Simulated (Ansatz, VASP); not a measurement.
One calculation of HfTi2Ge3, two programs

```
CELL_PARAMETERS angstrom
5.28544 0.00000 0.00000
0.00000 5.28544 0.00000
0.00000 0.00000 5.13409
ATOMIC_POSITIONS crystal
Hf 0.00000 0.00000 0.00000
Ti 0.00000 0.00000 0.50000
Ti 0.50000 0.50000 0.50000
Ge 0.00000 0.50000 0.00000
Ge 0.50000 0.00000 0.00000
Ge 0.50000 0.50000 0.00000
```

Alike in both runs: functional PBE; k mesh 4 × 4 × 3; occupations gaussian, width 0.2 eV; no spin polarisation.

Ansatz relaxed the structure, and its values are those at the end. VASP's run is a single point on that final structure, the one shown.

|  | VASP | Ansatz |
| --- | --- | --- |
| version | VASP 6.6.1 | Ansatz 0.2.0 |
| potentials or method | VASP PAW PBE potentials, release 64 (Hf_pv, Ti_sv, Ge_d), cutoff 500 eV | scalar-relativistic, plane waves, PAW |
| valence electrons in the cell | 76 | 92 |

```tsv
	VASP	Ansatz	Ansatz less VASP
gap on the k mesh at the Fermi level (eV)	none	none	-
pressure (GPa)	0.0	0.1	+0.03
```

A gap of «none» marks a metal or a gap that the smearing closes. VASP's potentials hold 76 valence electrons a cell and Ansatz's 92, so a difference there can come from the potentials and not from the codes.

The k mesh is coarse, so the values compare programs but aren't converged. Spin-orbit coupling is off throughout.
